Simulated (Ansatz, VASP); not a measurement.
## One calculation of BaS, two programs

```xyz
2
Lattice="0.0000 3.2086 3.2086 3.2086 0.0000 3.2086 3.2086 3.2086 0.0000" Properties=species:S:1:pos:R:3 pbc="T T T"
Ba    3.2086    3.2086    3.2086
S     0.0000    0.0000    0.0000
```

Alike in both runs: task single point; functional PBE; k mesh 6 × 6 × 6; occupations gaussian, width 0.05 eV; no spin polarisation.

|  | VASP | Ansatz |
| --- | --- | --- |
| version | VASP 6.6.1 | Ansatz 0.2.0 |
| potentials or method | VASP PAW PBE potentials, release 64 (Ba_sv, S), cutoff 500 eV | scalar-relativistic, plane waves, PAW |
| valence electrons in the cell | 16 | 16 |

VASP gave:

* gap on the k mesh at the Fermi level (eV): 2.13
* least direct gap on the mesh (eV): 2.27
* pressure (GPa): 0.8

Problem. Which values does Ansatz return?

Solution. gap on the k mesh at the Fermi level (eV): 2.23; least direct gap on the mesh (eV): 2.34; pressure (GPa): 0.2.

With one functional, cell and mesh, what is left measures potentials, basis and numerics.

Spin-orbit coupling is off throughout.
